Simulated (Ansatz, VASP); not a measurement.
**One calculation of BN, two programs**

```
B N
1.0
     2.54500    0.00000    0.00000
    -1.27250    2.20403    0.00000
     0.00000    0.00000   26.00000
B N
1 1
Cartesian
  0.0000 0.0000 13.5000
  1.2725 0.7347 12.5000
```

Alike in both runs: task single point; functional PBE; dispersion D3(BJ); k mesh 12 × 12 × 1; occupations gaussian, width 0.02 eV; no spin polarisation.

```csv
,VASP,Ansatz
version,VASP 6.6.1,Ansatz 0.2.0
potentials or method,"VASP PAW PBE potentials, release 64 (B, N), cutoff 520 eV","scalar-relativistic, plane waves, PAW"
valence electrons in the cell,8,8
```

Ansatz gave:

| Quantity | Value |
| --- | --- |
| gap on the k mesh at the Fermi level (eV) | none |
| rms of the force components (eV/Å) | 4.665 |

Q: What did VASP give for the same quantities?

A: gap on the k mesh at the Fermi level (eV): none; rms of the force components (eV/Å): 4.670.

Atom by atom the forces differ by 0.005 eV/Å (rms over components). A gap of «none» marks a metal or a gap that the smearing closes.
